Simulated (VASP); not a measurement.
A run of VASP 6.6.1 is set up as follows.

INCAR

```
SYSTEM = C
  PREC = Accurate
  ENCUT = 600
  EDIFF = 1E-7
  ISMEAR = -1
  SIGMA = 0.05
  LREAL = .FALSE.
  LASPH = .TRUE.
  NELM = 100
  ALGO = Normal
  ISIF = 3
  LWAVE = .FALSE.
  LCHARG = .FALSE.
  GGA = PE
  IBRION = 2
  NSW = 80
  EDIFFG = -0.02
```

File KPOINTS:

```
Automatic mesh
0
G
  10 10 10
  0 0 0
```

The input POSCAR:

```
C
1.0
    0.0000000000      1.7833700000      1.7833700000
    1.7833700000      0.0000000000      1.7833700000
    1.7833700000      1.7833700000      0.0000000000
C
2
Direct
    0.0000000000      0.0000000000      0.0000000000
    0.2500000000      0.2500000000      0.2500000000
```

Potentials or basis: VASP PAW PBE potentials, release 64 (C).

Command:

```console
$ cat potpaw_PBE.64/C/POTCAR > POTCAR
$ mpirun -np 1 vasp_std > vasp.out
```

(1) Estimate the band gap on the k mesh.

(2) Predict the relaxed cell.

Results:

(1) 4.16 eV, indirect (least direct gap 5.58 eV).

(2) a = 2.525 Å, b = 2.525 Å, c = 2.525 Å, α = 60.00°, β = 60.00°, γ = 60.00°.
